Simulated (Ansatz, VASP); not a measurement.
## One calculation of Mg2Sn, two programs

The input INCAR:

```
SYSTEM = Mg2Sn
PREC = Accurate
ENCUT = 520
EDIFF = 1E-8
ISMEAR = -1
SIGMA = 0.08
LREAL = .FALSE.
LASPH = .TRUE.
NELM = 120
ALGO = Normal
ISIF = 2
LWAVE = .FALSE.
LCHARG = .FALSE.
LEFG = .TRUE.
NBANDS = 16
GGA_COMPAT = .FALSE.
```

The input KPOINTS:

```
Automatic mesh
0
G
  11 11 11
  0 0 0
```

The input POSCAR:

```
Mg2Sn
1.0
    0.0000000000      3.3338254821      3.3338254821
    3.3338254821      0.0000000000      3.3338254821
    3.3338254821      3.3338254821      0.0000000000
Mg Sn
2 1
Direct
    0.2500000000      0.2500000000      0.2500000000
    0.7500000000      0.7500000000      0.7500000000
    0.0000000000      0.0000000000      0.0000000000
```

Input for Ansatz:

```yaml
crystal:
  lattice:
    - [0.0, 3.3338254821, 3.3338254821]
    - [3.3338254821, 0.0, 3.3338254821]
    - [3.3338254821, 3.3338254821, 0.0]
  atoms:
    - { symbol: Mg, position: [0.25, 0.25, 0.25] }
    - { symbol: Mg, position: [0.75, 0.75, 0.75] }
    - { symbol: Sn, position: [0.0, 0.0, 0.0] }
kpoints:
  mp_grid: { grid: [11, 11, 11] }
scf:
  occupations: { method: fermi_dirac, width: 0.08 }
hamiltonian:
  xc: lda
  pseudopotentials: { kind: paw }
output:
  forces: true
  stress: true
  eigenvalues: true
  efg: { contact_densities: true }
```

Change from the starting cell: volume scaled by 0.96, PAW files.

Alike in both runs: task electric field gradients; functional LDA; k mesh 11 × 11 × 11; occupations fermi-dirac, width 0.08 eV; no spin polarisation.

|  | VASP | Ansatz |
| --- | --- | --- |
| version | VASP 6.6.1 | Ansatz 0.2.0 |
| potentials or method | VASP PAW LDA potentials, release 64 (Mg, Sn_d) | PAW with Ansatz's default frozen-core files, scalar-relativistic |
| plane-wave cutoff (eV) | 520 | 420 |
| valence electrons in the cell | 18 | 34 |

|  | VASP | Ansatz | Ansatz less VASP |
| --- | --- | --- | --- |
| pressure (GPa) | -0.4 | -0.1 | +0.28 |

LDA's correlation is that of Perdew and Zunger in VASP and of Perdew and Wang (1992) in Ansatz. VASP's potentials hold 18 valence electrons a cell and Ansatz's 34, so a difference there can come from the potentials and not from the codes.
